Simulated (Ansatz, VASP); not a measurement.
## Two plane-wave programs on Sn3TeO2

```
CELL_PARAMETERS angstrom
3.25561 0.00000 0.00000
0.00000 3.25561 0.00000
0.00000 0.00000 11.21428
ATOMIC_POSITIONS crystal
Sn 0.50000 0.50000 0.22924
Sn 0.50000 0.50000 0.50000
Sn 0.50000 0.50000 0.77076
Te 0.00000 0.00000 0.00000
O 0.00000 0.00000 0.35233
O 0.00000 0.00000 0.64767
```

Change from the starting cell: species swapped into the Al3Ni2Pt type (P4/mmm, No. 123).

Alike in both runs: functional PBE; k mesh 6 × 6 × 2; occupations gaussian, width 0.1 eV; no spin polarisation.

Ansatz relaxed the structure, and its values are those at the end. VASP's run is a single point on that final structure, the one shown.

|  | VASP | Ansatz |
| --- | --- | --- |
| version | VASP 6.6.1 | Ansatz 0.2.0 |
| potentials or method | VASP PAW PBE potentials, release 64 (Sn_d, Te, O), cutoff 520 eV | scalar-relativistic, plane waves, PAW |
| valence electrons in the cell | 60 | 70 |

|  | VASP | Ansatz | Ansatz less VASP |
| --- | --- | --- | --- |
| gap on the k mesh at the Fermi level (eV) | none | none | - |
| pressure (GPa) | -0.1 | -0.1 | +0.06 |
| rms of the force components (eV/Å) | 0.010 | 0.008 | -0.0018 |

A gap of «none» marks a metal or a gap that the smearing closes. The functional is the same, so the differences come from potentials, cutoffs and numerics. VASP's potentials hold 60 valence electrons a cell and Ansatz's 70, so a difference there can come from the potentials and not from the codes.

Spin-orbit coupling is off throughout.
